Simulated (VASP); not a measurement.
# CuRu12 (a cell with a defect) in VASP: further runs

Runs on CuRu12 (a cell with a defect). Level: LDA. Tasks: single point.

Everything below comes from runs of VASP 6.6.1. Logs are shortened: lines on timing, memory, paths and dates and some standing lists are left out, and cuts for length are marked.

### Step 1. The cell of the first run

The cell holds a defect, 13 atoms: a = 5.400 Å, b = 8.100 Å, c = 4.277 Å, α = 90.00°, β = 90.00°, γ = 120.00°.

### Step 2. Single point, LDA

INCAR reads:

```
ALGO     = Normal         # electronic algorithm
EDIFF    = 1E-6           # SCF threshold, eV
ENCUT    = 520            # plane-wave cutoff, eV
ISIF     = 2              # what is computed and relaxed
ISMEAR   = 0              # smearing method
LASPH    = T              # aspherical terms in the spheres
LCHARG   = T              # write CHGCAR
LELF     = T              # ELF
LREAL    = F              # projectors in reciprocal space
LVHAR    = T            
LWAVE    = F              # write WAVECAR
NBANDS   = 102            # bands
NELM     = 60             # most SCF steps
PREC     = Accurate       # precision mode
SIGMA    = 0.05           # smearing width, eV
```

KPOINTS reads:

```
k-points
0
Gamma
  4 3 4
```

POSCAR reads:

```
CuRu12
1.0
    5.4000000000      0.0000000000      0.0000000000
   -4.0500000000      7.0148060000      0.0000000000
    0.0000000000      0.0000000000      4.2768000000
Ru Cu
12 1
Direct
   -0.0452432065     -0.0250112215      0.0519493841
    0.1518577004      0.2419131126      0.4428054072
   -0.0008720791      0.3305679010     -0.0418578550
    0.1708175458      0.5571264544      0.5016663733
    0.0023483411      0.6660099231     -0.0160400270
    0.1393730172      0.8518437222      0.4688677281
    0.5149765344     -0.0187533935      0.0550529988
    0.7120138680      0.2480801327      0.4460424236
    0.5275122622      0.3712621458      0.0290518773
    0.6644842287      0.5571079479      0.5139691763
    0.4959981870      0.6659774675     -0.0037291166
    0.6676911660      0.8925462871      0.5398031557
    0.3333087346      0.1115476205      0.7489447743
```

Potentials or basis: VASP PAW LDA potentials, release 64 (Ru_pv, Cu).

Started as:

```sh
$ cat potpaw_LDA.64/Ru_pv/POTCAR potpaw_LDA.64/Cu/POTCAR > POTCAR
$ mpirun -np 1 vasp_std > vasp.out
```

OUTCAR:

```text
EDIFF = 1E-6
   ENCUT = 520
   ISIF = 2
   ISMEAR = 0
   LASPH = T
   LREAL = F
   NELM = 60
   PREC = Accurate

 ion  position               nearest neighbor table
   1  0.955  0.975  0.052-  13 2.20   7 2.40   6 2.48  12 2.48  11 2.50   2 2.51  12 2.57   5 2.66
                             3 2.80   7 3.00   6 3.03   9 3.15   2 3.21
   2  0.152  0.242  0.443-  13 2.20   8 2.40   3 2.47   9 2.49   1 2.51   4 2.52   3 2.58  10 2.68
                            12 2.76   8 3.00   9 3.06   6 3.13   1 3.21
   3  0.999  0.331  0.958-   2 2.47   8 2.48   4 2.52   8 2.57   2 2.58  11 2.71   5 2.71   9 2.72
                             9 2.74   7 2.76   1 2.80   4 2.82
   4  0.171  0.557  0.502-   6 2.48   8 2.50   2 2.52   3 2.52   5 2.58  11 2.61  11 2.64  10 2.67
                             5 2.70  12 2.71  10 2.73   3 2.82
   5  0.002  0.666  0.984-   6 2.45   9 2.49  10 2.56   6 2.56   4 2.58   1 2.66  11 2.67   7 2.68
                             4 2.70   3 2.71  11 2.73  10 2.76
   6  0.139  0.852  0.469-  13 2.18   5 2.45   4 2.48   1 2.48  10 2.49   7 2.49   5 2.56  12 2.72
                            12 2.74   1 3.03   7 3.06   2 3.13   8 3.15
   7  0.515  0.981  0.055-  13 2.20   1 2.40  12 2.47   6 2.49   8 2.51  11 2.52  12 2.58   5 2.68
                             3 2.76   1 3.00   6 3.06   9 3.13   8 3.21
   8  0.712  0.248  0.446-  13 2.20   2 2.40   9 2.48   3 2.48   4 2.50   7 2.51   3 2.57  10 2.66
                            12 2.80   2 3.00   9 3.03   6 3.15   7 3.21
   9  0.528  0.371  0.029-  13 2.18  10 2.45  11 2.48   8 2.48   5 2.49   2 2.49  10 2.56   3 2.72
                             3 2.74   8 3.03   2 3.06   7 3.13   1 3.15
  10  0.664  0.557  0.514-   9 2.45   6 2.49   5 2.56   9 2.56  11 2.58   8 2.66   4 2.67   2 2.68
                            11 2.70  12 2.71   4 2.73   5 2.76
  11  0.496  0.666  0.996-   9 2.48   1 2.50   7 2.52  12 2.52  10 2.58   4 2.61   4 2.64   5 2.67
                            10 2.70   3 2.71   5 2.73  12 2.82
  12  0.668  0.893  0.540-   7 2.47   1 2.48  11 2.52   1 2.57   7 2.58   4 2.71  10 2.71   6 2.72
                             6 2.74   2 2.76   8 2.80  11 2.82
  13  0.333  0.112  0.749-   6 2.18   9 2.18   1 2.20   8 2.20   2 2.20   7 2.20

  LATTYP: Found a simple monoclinic cell.
 ALAT       =     5.4000000000
 B/A-ratio  =     0.7920000000
 C/A-ratio  =     1.3228756972
 COS(beta)  =    -0.1889822305

  Lattice vectors:

 A1 = (   5.4000000000,   0.0000000000,   0.0000000000)
 A2 = (   0.0000000000,   0.0000000000,   4.2768000000)
 A3 = (  -1.3500000000,  -7.0148060000,   0.0000000000)

Analysis of symmetry for initial positions (statically):
=====================================================================
 Subroutine PRICEL returns:
 Original cell was already a primitive cell.

 Routine SETGRP: Setting up the symmetry group for a
 simple monoclinic supercell.

 Subroutine GETGRP returns: Found  1 space group operations
 (whereof  1 operations were pure point group operations)
 out of a pool of  4 trial point group operations.

The static configuration has the point symmetry C_1 .

Analysis of symmetry for dynamics (positions and initial velocities):
=====================================================================
 Subroutine PRICEL returns:
 Original cell was already a primitive cell.

 Routine SETGRP: Setting up the symmetry group for a
 simple monoclinic supercell.

 Subroutine GETGRP returns: Found  1 space group operations
 (whereof  1 operations were pure point group operations)
 out of a pool of  4 trial point group operations.

The dynamic configuration has the point symmetry C_1 .

 Subroutine INISYM returns: Found  1 space group operations
 (whereof  1 operations are pure point group operations),
 and found     1 'primitive' translations

----------------------------------------------------------------------------------------

                                     Primitive cell

  volume of cell :     162.0050

  direct lattice vectors                    reciprocal lattice vectors
     5.400000000  0.000000000  0.000000000     0.185185185  0.106916713  0.000000000
    -4.050000000  7.014806000  0.000000000     0.000000000  0.142555617  0.000000000
     0.000000000  0.000000000  4.276800000     0.000000000  0.000000000  0.233819678

  length of vectors
     5.400000000  8.100000199  4.276800000     0.213833431  0.142555617  0.233819678

  position of ions in fractional coordinates (direct lattice)
     0.954756794  0.974988778  0.051949384
[... 43 lines left out ...]

  Length of vectors
     0.053458358  0.047518539  0.058454920

  Shift w.r.t. Gamma in fractional coordinates (k-lattice)
     0.000000000  0.000000000  0.000000000

 Subroutine IBZKPT returns following result:
 ===========================================

 Found     26 irreducible k-points:

 Following reciprocal coordinates:
            Coordinates               Weight
  0.000000  0.000000  0.000000      1.000000
  0.250000  0.000000  0.000000      2.000000
  0.500000  0.000000  0.000000      1.000000
  0.000000  0.333333  0.000000      2.000000
  0.250000  0.333333  0.000000      2.000000
  0.500000  0.333333  0.000000      2.000000
[... 16 lines left out ...]
  0.000000  0.333333  0.500000      2.000000
  0.250000  0.333333  0.500000      2.000000
 [... further k-points ...]
   k-points           NKPTS =     26   k-points in BZ     NKDIM =     26   number of bands    NBANDS=    102
   number of dos      NEDOS =    301   number of ions     NIONS =     13
   total plane-waves  NPLWV =  76800
   dimension x,y,z NGX =    40 NGY =   60 NGZ =   32
   dimension x,y,z NGXF=    80 NGYF=  120 NGZF=   64
   ions per type =              12   1
   NGX,Y,Z   is equivalent  to a cutoff of  12.31, 12.31, 12.44 a.u.
   NGXF,Y,Z  is equivalent  to a cutoff of  24.63, 24.63, 24.88 a.u.
 SYSTEM =  unknown system
   PREC   = accura    normal or accurate (medium, high low for compatibility)
   ISTART =      0    job   : 0-new  1-cont  2-samecut
   ICHARG =      2    charge: 1-file 2-atom 10-const
   ISPIN  =      1    spin polarized calculation?
   LNONCOLLINEAR =      F non collinear calculations
   LSORBIT =      F    spin-orbit coupling
   LASPH  =      T    aspherical Exc in radial PAW
   ENCUT  =  520.0 eV  38.22 Ry    6.18 a.u.  10.04 15.06  7.95*2*pi/ulx,y,z
   NELM   =     60;   NELMIN=  2; NELMDL= -5     # of ELM steps
   EDIFF  = 0.1E-05   stopping-criterion for ELM
   LREAL  =      F    real-space projection
   EDIFFG = 0.1E-04   stopping-criterion for IOM
   NSW    =      0    number of steps for IOM
   IBRION =     -1    ionic relax: 0-MD 1-quasi-New 2-CG
   NFREE  =      0    steps in history (QN), initial steepest desc. (CG)
   ISIF   =      2    stress and relaxation
   ISYM   =      2    0-nonsym 1-usesym 2-fastsym
   POTIM  = 0.5000    time-step for ionic-motion
   TEBEG  =    0.0;   TEEND  =   0.0 temperature during run
   PSTRESS=    0.0 pullay stress
   NELECT =     179.0000    total number of electrons
   NUPDOWN=      -1.0000    fix difference up-down
   EMIN   =  10.00;   EMAX   =-10.00  energy-range for DOS
   EFERMI =   0.00;   METHOD = LEGACY
   ISMEAR =     0;   SIGMA  =   0.05  broadening in eV -4-tet -1-fermi 0-gaus
   EFERMI_NEDOS =   21; number of points for ismear=-14 and -15
   IALGO  =     38    algorithm
   IMIX   =      4    mixing-type and parameters
     AMIX     =   0.40;   BMIX     =  1.00
     AMIX_MAG =   1.60;   BMIX_MAG =  1.00
  volume/ion in A,a.u.               =      12.46        84.10
  Fermi-wavevector in a.u.,A,eV,Ry     =   1.692452  3.198271 38.972448  2.864394
  Thomas-Fermi vector in A             =   2.774036
   LORBIT       =      0    0 simple, 1 ext, 2 COOP (PROOUT), +10 PAW based schemes
   GGA     = CA    functional components
   LHFCALC =     F    Hartree Fock is set to
   AEXX    =    0.0000 exact exchange contribution
   IVDW    =     0    specifies the selected vdW correction
   LEPSILON=     F    determine dielectric tensor
   LRPA    =     F    only Hartree local field effects (RPA)
 non-spin polarized calculation
 Gauss-broadening in eV      SIGMA  =   0.05
  energy-cutoff  :      520.00
  volume of cell :      162.00
 maximum number of plane-waves:      4388
   NGX = 21   NGY = 31   NGZ = 15

 number of electron     178.9999995 magnetization

 Free energy of the ion-electron system (eV)
  ---------------------------------------------------
  ext. energy  EPLUGINS =         0.00000000
  ---------------------------------------------------
  free energy    TOTEN  =      -126.22081306 eV

  energy without entropy =     -126.20817498  energy(sigma->0) =     -126.21449402

 E-fermi :  13.8867     XC(G=0): -14.7243

 val. band max:       13.8710286494   @ k =   0.2500   0.0000   0.0000
 cond. band min:      13.8873262001   @ k =  -0.2500   0.3333   0.5000
 fundamental gap:      0.0162975507
 Fermi energy:        13.8867025719

 k-point     1 :       0.0000    0.0000    0.0000
  band No.  band energies     occupation
      1     -29.9668      2.00000
      2     -29.8715      2.00000
      3     -29.8449      2.00000
      4     -29.7391      2.00000
      5     -29.7343      2.00000
      6     -29.6639      2.00000
[... 2485 lines left out ...]
    100      15.2976      0.00000
    101      15.3677      0.00000

 [... further k-points ...]

 [bands above 101 left out]

------------------------ aborting loop because EDIFF is reached ----------------------------------------

  FORCE on cell =-STRESS in cart. coord.  units (eV):
  Direction    XX          YY          ZZ          XY          YZ          ZX
  --------------------------------------------------------------------------------------
  -------------------------------------------------------------------------------------
  Total       25.8065781     32.1992993     35.8550917      0.2521526     -1.4547638      1.0279579
  in kB      255.2187854    318.4407495    354.5953649      2.4937082    -14.3871481     10.1661745
  external PRESSURE =     309.4182999 kB  Pullay stress =       0.0000000 kB

 VOLUME and BASIS-vectors are now :
 -----------------------------------------------------------------------------
  energy-cutoff  :      520.00
  volume of cell :      162.00
      direct lattice vectors                 reciprocal lattice vectors
     5.400000000  0.000000000  0.000000000     0.185185185  0.106916713  0.000000000
    -4.050000000  7.014806000  0.000000000     0.000000000  0.142555617  0.000000000
     0.000000000  0.000000000  4.276800000     0.000000000  0.000000000  0.233819678

 POSITION                                       TOTAL-FORCE (eV/Angst)
 -----------------------------------------------------------------------------------
      1.20698      6.83936      0.22218         0.061467      0.004368     -0.018305
     -0.15972      1.69697      1.89379         0.069701     -0.021967      0.028248
      4.05649      2.31887      4.09778        -0.009102      0.003956     -0.030973
     -1.33395      3.90813      2.14553        -0.004972      0.030177     -0.018656
     -2.68466      4.67193      4.20820         0.004071      0.006828      0.010359
     -2.69735      5.97552      2.00525        -0.004514      0.008769      0.018675
     -1.19318      6.88325      0.23545        -0.068869      0.020714     -0.027458
      2.84015      1.74023      1.90763        -0.061651     -0.002949      0.019105
      1.34495      2.60433      0.12425         0.002288     -0.009339     -0.018854
      1.33193      3.90800      2.19814        -0.002806     -0.006712     -0.010797
     -0.01882      4.67170      4.26085         0.003504     -0.030313      0.018778
     -0.00928      6.26104      2.30863         0.009414     -0.004430      0.028910
      1.34810      0.78248      3.20309         0.001469      0.000899      0.000967
 -----------------------------------------------------------------------------------
    total drift:                                0.000621     -0.000033     -0.000102

  FREE ENERGIE OF THE ION-ELECTRON SYSTEM (eV)
  ---------------------------------------------------
  free  energy   TOTEN  =      -126.2208130621 eV

  energy  without entropy=     -126.2081749798  energy(sigma->0) =     -126.21449402
```

Wall time 14 min (1 thread of Intel Xeon Platinum 8259CL at 2.50GHz (Skylake/Cascade Lake), shared host); peak memory 0.41 GiB.

What came out:

* Free energy: -126.2208 eV
* Pressure: 30.9 GPa
* Largest force: 0.078 eV/Å
* Band gap on the k mesh: zero (an odd number of electrons rules out a gap without spin polarisation)

Forces in eV/Å, atoms in the order of the input:
```
Ru   0.061  0.004 -0.018
Ru   0.070 -0.022  0.028
Ru  -0.009  0.004 -0.031
Ru  -0.005  0.030 -0.019
Ru   0.004  0.007  0.010
Ru  -0.005  0.009  0.019
Ru  -0.069  0.021 -0.027
Ru  -0.062 -0.003  0.019
Ru   0.002 -0.009 -0.019
Ru  -0.003 -0.007 -0.011
Ru   0.004 -0.030  0.019
Ru   0.009 -0.004  0.029
Cu   0.001  0.001  0.001
```

Stress tensor (GPa, compression positive):
```
25.52  0.25  1.02
 0.25 31.84 -1.44
 1.02 -1.44 35.46
```

Levels at points of the mesh, in eV from the Fermi level:
| k point | band 87 | band 88 | band 89 | band 90 | band 91 | band 92 |
| --- | --- | --- | --- | --- | --- | --- |
| (0.00, 0.00, 0.00) | -0.53 | -0.26 | -0.04 | 0.19 | 0.26 | 0.39 |
| (0.50, 0.00, 0.00) | -0.95 | -0.79 | -0.57 | -0.56 | -0.20 | -0.18 |
| (0.00, 0.00, 0.50) | -0.26 | -0.11 | -0.05 | 0.10 | 0.19 | 0.38 |
| (0.50, 0.00, 0.50) | -0.81 | -0.71 | -0.17 | 0.07 | 0.08 | 0.46 |

Caveat: the k points lie up to 0.37 Å⁻¹ apart, too coarse for converged energies and pressures of a metal.

### Step 3. Single point, LDA

INCAR reads:

```
ALGO = Normal
EDIFF = 1E-6
ENCUT = 520
GGA = CA
ISIF = 2
ISMEAR = 0
LASPH = True
LCHARG = True
LELF = True
LREAL = False
LVHAR = True
LWAVE = False
NBANDS = 102
NELM = 80
PREC = Accurate
SIGMA = 0.05
```

KPOINTS is that of step 2.

POSCAR reads:

```
CuRu12
1.0
    5.4000000000      0.0000000000      0.0000000000
   -4.0500000000      7.0148060000      0.0000000000
    0.0000000000      0.0000000000      4.2768000000
Ru Cu
12 1
Direct
   -0.0452432452     -0.0250112405      0.0519493547
    0.1518576599      0.2419131762      0.4428053685
   -0.0008720046      0.3305679444     -0.0418579312
    0.1708176191      0.5571264551      0.5016664328
    0.0023483250      0.6660098654     -0.0160400299
    0.1393729283      0.8518436575      0.4688678451
    0.5149764810     -0.0187533340      0.0550530771
    0.7120138029      0.2480801322      0.4460423681
    0.5275121726      0.3712621561      0.0290518612
    0.6644842755      0.5571079229      0.5139690890
    0.4959981290      0.6659775053     -0.0037291900
    0.6676911915      0.8925462800      0.5398031238
    0.3333086872      0.1115476323      0.7489447718
```

Potentials or basis: VASP PAW LDA potentials, release 64 (Ru_pv, Cu).

Started as:

```sh
$ cat potpaw_LDA.64/Ru_pv/POTCAR potpaw_LDA.64/Cu/POTCAR > POTCAR
$ mpirun -np 1 vasp_std > vasp.out
```

Wall time 23 min (1 thread of AMD EPYC 7R43 (Zen 3), shared host); peak memory 0.38 GiB.

The run converged. Its results:

```yaml
Free_energy: -126.2208 eV
Pressure: 30.9 GPa
Largest_force: 0.078 eV/Å
Band_gap_on_the_k_mesh: zero (an odd number of electrons rules out a gap without spin polarisation)
```

Forces in eV/Å, atoms in the order of the input:
```
Ru   0.061  0.004 -0.018
Ru   0.070 -0.022  0.028
Ru  -0.009  0.004 -0.031
Ru  -0.005  0.030 -0.019
Ru   0.004  0.007  0.010
Ru  -0.005  0.009  0.019
Ru  -0.069  0.021 -0.027
Ru  -0.062 -0.003  0.019
Ru   0.002 -0.009 -0.019
Ru  -0.003 -0.007 -0.011
Ru   0.004 -0.030  0.019
Ru   0.009 -0.004  0.029
Cu   0.001  0.001  0.001
```

Stress tensor (GPa, compression positive):
```
25.52  0.25  1.02
 0.25 31.84 -1.44
 1.02 -1.44 35.46
```

Levels at points of the mesh, in eV from the Fermi level:
| k point | band 85 | band 86 | band 87 | band 88 | band 89 | band 90 | band 91 | band 92 | band 93 | band 94 |
| --- | --- | --- | --- | --- | --- | --- | --- | --- | --- | --- |
| (0.00, 0.00, 0.00) | -1.06 | -0.68 | -0.53 | -0.26 | -0.04 | 0.19 | 0.26 | 0.39 | 0.67 | 0.78 |
| (0.50, 0.00, 0.00) | -1.20 | -1.10 | -0.95 | -0.79 | -0.57 | -0.56 | -0.20 | -0.18 | 0.10 | 0.56 |
| (0.00, 0.00, 0.50) | -0.61 | -0.43 | -0.26 | -0.11 | -0.05 | 0.10 | 0.19 | 0.38 | 0.80 | 0.84 |
| (0.50, 0.00, 0.50) | -1.27 | -1.16 | -0.81 | -0.71 | -0.17 | 0.07 | 0.08 | 0.46 | 0.64 | 0.75 |

Caveat: the k points lie up to 0.37 Å⁻¹ apart, too coarse for converged energies and pressures of a metal.
